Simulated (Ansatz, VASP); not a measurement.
InP3 in VASP and in Ansatz

Contents of INCAR:

```
SYSTEM = InP3
ALGO = Normal
EDIFF = 1E-6
ENCUT = 520
GGA = PS
ISIF = 2
ISMEAR = 0
LASPH = .TRUE.
LCHARG = .FALSE.
LREAL = .FALSE.
LWAVE = .FALSE.
NBANDS = 38
NELM = 80
PREC = Accurate
SIGMA = 0.15
```

The input KPOINTS:

```
k-points
0
G
  6 6 6
  0 0 0
```

POSCAR

```
InP3
1.0
    3.8635862510      2.2306425620      3.5417263837
   -3.8635862510      2.2306425620      3.5417263837
    0.0000000000     -4.4612851241      3.5417263837
In P
2 6
Direct
    0.2732789115      0.2732789115      0.2732789115
    0.7267210885      0.7267210885      0.7267210885
    0.7947108827      0.2411926280      0.7947108827
    0.7947108827      0.7947108827      0.2411926280
    0.2411926280      0.7947108827      0.7947108827
    0.2052891173      0.7588073720      0.2052891173
    0.7588073720      0.2052891173      0.2052891173
    0.2052891173      0.2052891173      0.7588073720
```

Input for Ansatz:

```yaml
crystal:
  lattice:
    - [3.863586251, 2.230642562, 3.5417263837]
    - [-3.863586251, 2.230642562, 3.5417263837]
    - [0.0, -4.4612851241, 3.5417263837]
  atoms:
    - { symbol: In, position: [0.2732789115, 0.2732789115, 0.2732789115] }
    - { symbol: In, position: [0.7267210885, 0.7267210885, 0.7267210885] }
    - { symbol: P, position: [0.7947108827, 0.241192628, 0.7947108827] }
    - { symbol: P, position: [0.7947108827, 0.7947108827, 0.241192628] }
    - { symbol: P, position: [0.241192628, 0.7947108827, 0.7947108827] }
    - { symbol: P, position: [0.2052891173, 0.758807372, 0.2052891173] }
    - { symbol: P, position: [0.758807372, 0.2052891173, 0.2052891173] }
    - { symbol: P, position: [0.2052891173, 0.2052891173, 0.758807372] }
basis:
  ecutwfc: 420
kpoints:
  mp_grid: { grid: [6, 6, 6] }
hamiltonian:
  xc: pbesol
scf:
  occupations: { method: gaussian, width: 0.15 }
output:
  forces: true
  stress: true
  eigenvalues: true
```

Change from the starting cell: strain +0.040 along x and y, +0.080 along z, atoms carried along.

Alike in both runs: task single point; functional PBEsol; k mesh 6 × 6 × 6; occupations gaussian, width 0.15 eV; no spin polarisation.

|  | VASP | Ansatz |
| --- | --- | --- |
| version | VASP 6.6.1 | Ansatz 0.2.0 |
| potentials or method | VASP PAW PBE potentials, release 64 (In_d, P), cutoff 520 eV | scalar-relativistic, plane waves, PAW |
| valence electrons in the cell | 56 | 56 |

Ansatz gave:

```
gap on the k mesh at the Fermi level (eV)                     : none
pressure (GPa)                                                : -9.0
traceless stress, the component that is largest in VASP (GPa) : 0.11
rms of the force components (eV/Å)                            : 0.573
```

What did VASP give for the same quantities?

gap on the k mesh at the Fermi level (eV): none; pressure (GPa): -9.0; traceless stress, the component that is largest in VASP (GPa): 0.12; rms of the force components (eV/Å): 0.582.

VASP's potentials were made for PBE, not for PBEsol. Atom by atom the forces differ by 0.008 eV/Å (rms over components). A gap of «none» marks a metal or a gap that the smearing closes.
